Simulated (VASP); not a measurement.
A run of VASP 6.6.1 is set up as follows.

File INCAR:

```
SYSTEM = Ag
ALGO     = Normal         ! electronic algorithm
EDIFF    = 1E-6           ! SCF threshold, eV
ENCUT    = 520            ! plane-wave cutoff, eV
GGA      = PE             ! functional
ISIF     = 2              ! what is computed and relaxed
ISMEAR   = 1              ! smearing method
LASPH    = .TRUE.         ! aspherical terms in the spheres
LCHARG   = .FALSE.        ! write CHGCAR
LREAL    = .FALSE.        ! projectors in reciprocal space
LWAVE    = .FALSE.        ! write WAVECAR
NBANDS   = 12             ! bands
NELM     = 60             ! most SCF steps
PREC     = Accurate       ! precision mode
SIGMA    = 0.1            ! smearing width, eV
```

File KPOINTS:

```
k-points
0
G
  12 12 12
  0 0 0
```

Contents of POSCAR:

```
Ag
1.0
    0.0000000000      2.0696313722      2.0696313722
    2.0696313722      0.0000000000      2.0696313722
    2.0696313722      2.0696313722      0.0000000000
Ag
1
Direct
    0.0000000000      0.0000000000      0.0000000000
```

Potentials or basis: VASP PAW PBE potentials, release 64 (Ag).

Command:

```sh
$ cat potpaw_PBE.64/Ag/POTCAR > POTCAR
$ mpirun -np 1 vasp_std > vasp.out
```

**Question.** Predict the pressure.

**Answer.** 0.7 GPa.
